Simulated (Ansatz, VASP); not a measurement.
**SiGe2: VASP beside Ansatz**

```
CELL_PARAMETERS angstrom
-3.22447 3.22447 2.62480
3.22447 -3.22447 2.62480
3.22447 3.22447 -2.62480
ATOMIC_POSITIONS crystal
Si 0.25000 0.25000 0.00000
Si 0.75000 0.75000 0.00000
Ge 0.64814 0.85186 0.50000
Ge 0.85186 0.35186 0.20372
Ge 0.35186 0.14814 0.50000
Ge 0.14814 0.64814 0.79628
```

Change from the starting cell: species swapped into the VSb2 type (I4/mcm, No. 140).

Alike in both runs: functional PBE; k mesh 10 × 10 × 10; occupations gaussian, width 0.1 eV; no spin polarisation.

Ansatz relaxed the structure, and its values are those at the end. VASP's run is a single point on that final structure, the one shown.

|  | VASP | Ansatz |
| --- | --- | --- |
| version | VASP 6.6.1 | Ansatz 0.2.0 |
| potentials or method | VASP PAW PBE potentials, release 64 (Si, Ge_d), cutoff 520 eV | scalar-relativistic, plane waves, PAW |
| valence electrons in the cell | 64 | 64 |

|  | VASP | Ansatz | Ansatz less VASP |
| --- | --- | --- | --- |
| gap on the k mesh at the Fermi level (eV) | none | none | - |
| pressure (GPa) | 0.0 | 0.0 | -0.02 |

A gap of «none» marks a metal or a gap that the smearing closes. With one functional, cell and mesh, what is left measures potentials, basis and numerics.
